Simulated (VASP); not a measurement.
HfN: single point with r2SCAN0

Crystal: HfN.

```
Hf N
1.0
     3.13391    0.00000    0.00000
    -1.56695    2.71404    0.00000
     0.00000    0.00000    5.41677
Hf N
2 2
Cartesian
  0.0000 1.8094 1.3542
  1.5670 0.9047 4.0626
  0.0000 0.0000 2.7084
  0.0000 0.0000 0.0000
```

```json
{
 "Program": "VASP 6.6.1",
 "Task": "single point",
 "Functional": "r2SCAN0",
 "Potentials or basis": "VASP PAW PBE potentials, release 64 (Hf_pv, N)",
 "Cutoff": "520 eV",
 "k mesh": "6 × 6 × 3",
 "Occupations": "fermi-dirac, width 0.05 eV",
 "Spin": "no spin polarisation"
}
```

- Pressure: -5.1 GPa
- Band gap on the k mesh: zero (bands 15 and 16 overlap by 2.04 eV)

Stress tensor (GPa, compression positive):
```
-5.49  0.00  0.00
 0.00 -5.49  0.00
 0.00  0.00 -4.33
```

Levels at points of the mesh, in eV from the Fermi level:
| k point | band 11 | band 12 | band 13 | band 14 | band 15 | band 16 | band 17 | band 18 | band 19 | band 20 |
| --- | --- | --- | --- | --- | --- | --- | --- | --- | --- | --- |
| (0.00, 0.00, 0.00) | -6.74 | -5.45 | -5.45 | -3.45 | -1.12 | 0.92 | 0.92 | 1.40 | 2.07 | 2.34 |
| (0.50, 0.00, 0.00) | -8.03 | -7.55 | -5.19 | -4.27 | -4.19 | 2.79 | 3.27 | 5.20 | 5.31 | 6.32 |

It took 110 min on 1 thread of Oxide Virtual Turin-like Processor (shared host), peak memory 0.16 GiB.

Caveat: the k points lie up to 0.39 Å⁻¹ apart, too coarse for converged energies and pressures of a metal; the PAW data sets were made with another functional, which shifts forces and pressure a little; spin-orbit coupling is left out, which moves the levels of the heavy elements.
